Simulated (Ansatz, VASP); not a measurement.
**CdF2 in VASP and in Ansatz**

Contents of INCAR:

```
SYSTEM = CdF2
PREC = Accurate
ENCUT = 520
EDIFF = 1E-7
ISMEAR = 0
SIGMA = 0.01
LREAL = .FALSE.
LASPH = .TRUE.
NELM = 150
ALGO = Normal
ISIF = 2
LWAVE = .FALSE.
LCHARG = .FALSE.
MAGMOM = 0 0 0 0 0 0 0 0 0
LORBIT = 11
LSORBIT = .TRUE.
GGA_COMPAT = .FALSE.
LORBMOM = .TRUE.
GGA = CA
NBANDS = 39
```

The input KPOINTS:

```
Automatic mesh
0
G
  6 6 6
  0 0 0
```

The input POSCAR:

```
CdF2
1.0
    0.0000000000      2.6940000000      2.6940000000
    2.6940000000      0.0000000000      2.6940000000
    2.6940000000      2.6940000000      0.0000000000
Cd F
1 2
Direct
    0.0000000000      0.0000000000      0.0000000000
    0.2500000000      0.2500000000      0.2500000000
    0.7500000000      0.7500000000      0.7500000000
```

Input for Ansatz:

```yaml
crystal:
  lattice:
    - [0.0, 2.694, 2.694]
    - [2.694, 0.0, 2.694]
    - [2.694, 2.694, 0.0]
  atoms:
    - { symbol: Cd, position: [0.0, 0.0, 0.0] }
    - { symbol: F, position: [0.25, 0.25, 0.25] }
    - { symbol: F, position: [0.75, 0.75, 0.75] }
kpoints:
  mp_grid:
    grid: [6, 6, 6]
hamiltonian:
  xc: lda
magnetization:
  noncollinear: true
  spin_orbit: true
scf:
  convergence:
    dr2_threshold: 1.0e-08
  occupations:
    method: fixed
output:
  eigenvalues: true
```

Alike in both runs: task single point; functional LDA; k mesh 6 × 6 × 6; non-collinear spin, spin-orbit coupling.

|  | VASP | Ansatz |
| --- | --- | --- |
| version | VASP 6.6.1 | Ansatz 0.2.0 |
| potentials or method | VASP PAW LDA potentials, release 64 (Cd, F) | plane waves, PAW |
| plane-wave cutoff (eV) | 520 | 420 |
| occupations | gaussian, width 0.01 eV | fixed |
| valence electrons in the cell | 26 | 34 |

|  | VASP | Ansatz | Ansatz less VASP |
| --- | --- | --- | --- |
| net moment per atom (μB) | 0.00 | 0.00 | 0.000 |

LDA's correlation is that of Perdew and Zunger in VASP and of Perdew and Wang (1992) in Ansatz. VASP's potentials hold 26 valence electrons a cell and Ansatz's 34, so a difference there can come from the potentials and not from the codes. Ansatz's warnings: metallic iterate.
